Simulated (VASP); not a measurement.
Input of a VASP 6.6.1 run:

The input INCAR:

```
PREC = Accurate
ENCUT = 600
EDIFF = 1E-6
ISMEAR = 1
SIGMA = 0.1
LREAL = False
LASPH = True
NELM = 100
ALGO = Normal
ISIF = 3
LWAVE = False
LCHARG = False
GGA = PS
IBRION = 2
NSW = 80
EDIFFG = -0.03
```

KPOINTS

```
Automatic mesh
0
Gamma
  11 11 11
```

File POSCAR:

```
Sb
1.0
    0.0000000000      3.4326402140      3.4326402140
    3.4326402140      0.0000000000      3.4326402140
    3.4326402140      3.4326402140      0.0000000000
Sb
2
Direct
    1.0000000000      1.0000000000      1.0000000000
    0.2500000000      0.2500000000      0.2500000000
```

Potentials or basis: VASP PAW PBE potentials, release 64 (Sb).

Launch:

```bash
$ cat potpaw_PBE.64/Sb/POTCAR > POTCAR
$ mpirun -np 1 vasp_std > vasp.out
```

**Question.** What does it give for the band gap on the k mesh?

**Answer.** Zero (band 5 reaches 4.63 eV, above the bottom of band 6 at 3.75 eV).

Final structure:
```
Sb
1.0
     0.00000    3.43264    3.43264
     3.43264    0.00000    3.43264
     3.43264    3.43264    0.00000
Sb
2
Direct
  0.00000 0.00000 0.00000
  0.25000 0.25000 0.25000
```

Caveat: the relaxation stopped at its first step, so nothing moved; spin-orbit coupling is left out, which moves the levels of the heavy elements.
